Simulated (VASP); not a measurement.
Input of a VASP 6.6.1 run:

INCAR

```
SYSTEM = SnO
PREC = Accurate
ENCUT = 910
EDIFF = 1E-6
ISMEAR = 0
SIGMA = 0.01
LREAL = .False.
LASPH = .True.
NELM = 120
ALGO = Normal
ISIF = 2
LWAVE = .False.
LCHARG = .False.
GGA = PE
IVDW = 12
NBANDS = 28
GGA_COMPAT = .False.
```

Contents of KPOINTS:

```
regular mesh
0
Gamma
  10 10 8
  0 0 0
```

Contents of POSCAR:

```
SnO
1.0
    3.8365550881      0.0000000000      0.0000000000
    0.0000000000      3.8365550881      0.0000000000
    0.0000000000      0.0000000000      4.7594503779
Sn O
2 2
Direct
    0.5000000000      0.0000000000      0.2434679922
    0.0000000000      0.5000000000      0.7565320078
    0.0000000000      0.0000000000      0.0000000000
    0.5000000000      0.5000000000      0.0000000000
```

Potentials or basis: VASP PAW PBE potentials, release 64 (Sn_d, O_h).

Launch:

```console
$ cat potpaw_PBE.64/Sn_d/POTCAR potpaw_PBE.64/O_h/POTCAR > POTCAR
$ mpirun -np 1 vasp_std > vasp.out
```

Task: Predict the dispersion energy per atom.

Result: -0.235 eV.

Task: What does it give for the largest force?

Result: 0.068 eV/Å.

Task: Estimate the pressure.

Result: 0.1 GPa.

Forces in eV/Å, atoms in the order of the input:
```
Sn   0.000  0.000  0.068
Sn   0.000  0.000 -0.068
O    0.000  0.000  0.000
O    0.000  0.000  0.000
```

Caveat: the cutoff is under 1.25 times the usual one of these potentials, so pressure, stress and relaxed cells hold a basis-set (Pulay) error.
